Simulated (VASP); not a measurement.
## Si8NO14 (a cell with a defect): relaxation of the atoms with PBE+D3(BJ)

The system is Si8NO14 (a cell with a defect).

```
CELL_PARAMETERS angstrom
-4.12460 -4.12460 0.00000
4.12460 -4.12460 0.00000
0.00000 0.00000 5.29480
ATOMIC_POSITIONS crystal
Si 0.50000 0.50000 0.00000
Si 0.00000 0.50000 0.25000
Si 0.50000 0.50000 0.50000
Si 0.00000 0.50000 0.75000
Si 0.00000 0.00000 0.00000
Si 0.50000 0.00000 0.25000
Si 0.00000 0.00000 0.50000
Si 0.50000 0.00000 0.75000
O 0.19430 0.50000 0.00000
O 0.00000 0.19430 0.25000
O 0.80570 0.50000 0.00000
O 0.00000 0.80570 0.25000
O 0.19430 0.50000 0.50000
O 0.80570 0.50000 0.50000
O 0.69430 0.00000 0.00000
O 0.50000 0.69430 0.25000
O 0.30570 0.00000 0.00000
O 0.50000 0.30570 0.25000
O 0.69430 0.00000 0.50000
O 0.50000 0.69430 0.75000
O 0.30570 0.00000 0.50000
O 0.50000 0.30570 0.75000
N 0.00000 0.19430 0.75000
```

```
Program                : VASP 6.6.1
Task                   : relaxation of the atoms
Functional             : PBE
Dispersion             : D3(BJ)
Potentials or basis    : VASP PAW PBE potentials, release 64 (Si, O, N)
Cutoff                 : 520 eV
k mesh                 : 3 × 3 × 3
Occupations            : gaussian, width 0.02 eV
Spin                   : no spin polarisation
Dipole correction      : no
Charge                 : 1
Further INCAR settings : LREAL = Auto; ALGO = Normal; EDIFF = 1e-07; IBRION = 2; EDIFFG = -0.03; NSW = 80; NELECT = 120.0
```

- Energy gained by relaxing: 108.2 meV/atom
- Ionic steps: 21
- Largest force after relaxing: 0.021 eV/Å
- Dispersion energy per atom: -0.250 eV

Forces in eV/Å, atoms in the order of the input:
```
Si   0.004 -0.004  0.004
Si  -0.003  0.003  0.000
Si   0.004 -0.004 -0.004
Si  -0.010  0.010  0.000
Si  -0.003  0.003  0.009
Si   0.000  0.000  0.000
Si  -0.003  0.003 -0.009
Si  -0.001  0.001  0.000
O    0.001 -0.009  0.000
O   -0.001  0.001  0.000
O    0.009 -0.001  0.000
O   -0.005  0.005  0.000
O    0.001 -0.009  0.000
O    0.009 -0.001  0.000
O   -0.003  0.006  0.003
O    0.001 -0.001  0.000
O   -0.006  0.003  0.003
O    0.000  0.000  0.000
O   -0.003  0.006 -0.003
O    0.003 -0.003  0.000
O   -0.006  0.003 -0.003
O   -0.003  0.003  0.000
N    0.015 -0.015  0.000
```

Step by step:
```
step  energy change (eV)  largest force (eV/Å)  pressure (GPa)
   1              0.0000                3.8206            4.73
   2             -1.4306                4.1824            7.90
   3             -1.5901                3.9649            6.95
   4             -1.8556                6.4881            8.39
   5             -2.1859                2.7112            7.48
   6             -2.2538                3.1035            7.20
   7             -2.4373                0.7981            7.04
   8             -2.4483                1.2127            7.59
   9             -2.4639                0.3606            7.31
  10             -2.4732                0.3622            7.60
  11             -2.4733                0.3440            7.57
  12             -2.4805                0.1959            7.50
  13             -2.4812                0.2301            7.48
  14             -2.4854                0.1955            7.36
  15             -2.4854                0.1930            7.36
  16             -2.4875                0.1086            7.35
  17             -2.4875                0.1281            7.35
  18             -2.4881                0.0521            7.31
  19             -2.4882                0.0456            7.32
  20             -2.4882                0.0328            7.30
  21             -2.4882                0.0213            7.31
```

Final structure:
```yaml
crystal:
  lattice:
    - [-4.12460, -4.12460, 0.00000]
    - [4.12460, -4.12460, 0.00000]
    - [0.00000, 0.00000, 5.29480]
  atoms:
    - { symbol: Si, position: [0.50000, 0.49828, 0.99827] }
    - { symbol: Si, position: [0.00000, 0.52196, 0.25000] }
    - { symbol: Si, position: [0.50000, 0.49828, 0.50173] }
    - { symbol: Si, position: [0.00000, 0.44968, 0.75000] }
    - { symbol: Si, position: [0.00000, 0.02374, 0.01826] }
    - { symbol: Si, position: [0.50000, 0.98865, 0.25000] }
    - { symbol: Si, position: [0.00000, 0.02374, 0.48174] }
    - { symbol: Si, position: [0.50000, 0.99493, 0.75000] }
    - { symbol: O, position: [0.19121, 0.51526, 0.99241] }
    - { symbol: O, position: [0.00000, 0.21796, 0.25000] }
    - { symbol: O, position: [0.80879, 0.51526, 0.99241] }
    - { symbol: O, position: [0.00000, 0.81816, 0.25000] }
    - { symbol: O, position: [0.19121, 0.51526, 0.50759] }
    - { symbol: O, position: [0.80879, 0.51526, 0.50759] }
    - { symbol: O, position: [0.69893, 0.98851, 0.00082] }
    - { symbol: O, position: [0.50000, 0.68797, 0.25000] }
    - { symbol: O, position: [0.30107, 0.98851, 0.00082] }
    - { symbol: O, position: [0.50000, 0.29871, 0.25000] }
    - { symbol: O, position: [0.69893, 0.98851, 0.49918] }
    - { symbol: O, position: [0.50000, 0.69347, 0.75000] }
    - { symbol: O, position: [0.30107, 0.98851, 0.49918] }
    - { symbol: O, position: [0.50000, 0.29985, 0.75000] }
    - { symbol: N, position: [0.00000, 0.16387, 0.75000] }
```

Levels at points of the mesh, in eV from the Fermi level:
| k point | band 58 | band 59 | band 60 | band 61 | band 62 | band 63 |
| --- | --- | --- | --- | --- | --- | --- |
| (0.00, 0.00, 0.00) | -1.80 | -1.25 | -0.15 | 2.23 | 5.67 | 5.90 |

Run time: 28 min on 1 thread of Intel(R) Xeon(R) Platinum 8488C (Sapphire Rapids) (shared host), peak memory 0.36 GiB.

Caveat: the cell carries a net charge on a neutralising background, which shifts energy and pressure; the cell is charged against a uniform background, so pressure and absolute levels hang on convention.
